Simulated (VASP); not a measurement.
Fe, 1 atom in the cell. It takes space group Im-3m (No. 229, cubic). Conventional cell: a = 2.835 Å, b = 2.835 Å, c = 2.835 Å, α = 90.00°, β = 90.00°, γ = 90.00°. Within 3.2 Å of Fe (site symmetry m-3m) lie 14 Fe at 2.46 to 2.84 Å.  This cell differs from its parent crystal: volume scaled by 1.12.

```yaml
Program: VASP 6.6.1
Task: single point
Functional: r2SCAN
Potentials_or_basis: VASP PAW PBE potentials, release 64 (Fe)
Cutoff: 660 eV
k_mesh: 26 × 26 × 26
Occupations: fermi-dirac, width 0.1 eV
Spin: no spin polarisation
Dipole_correction: no
Further_INCAR_settings: ALGO = Normal; EDIFF = 1e-06; NBANDS = 10
```

Potentials or basis: VASP PAW PBE potentials, release 64 (Fe).

Launch:

```console
$ cat potpaw_PBE.64/Fe/POTCAR > POTCAR
$ cp INCAR.step1 INCAR
$ mpirun -np 1 vasp_std > vasp.out
$ cp INCAR.step2 INCAR
$ mpirun -np 1 vasp_std > vasp.out
```

Hardware: 1 thread of Intel Xeon 6975P-C, with other jobs on the host.

Problem. How long does it take, and how much memory?

Solution. Run time: 3.5 min on 1 thread of Intel Xeon 6975P-C, with other jobs on the host, peak memory 0.22 GiB. Counts: k points 511.
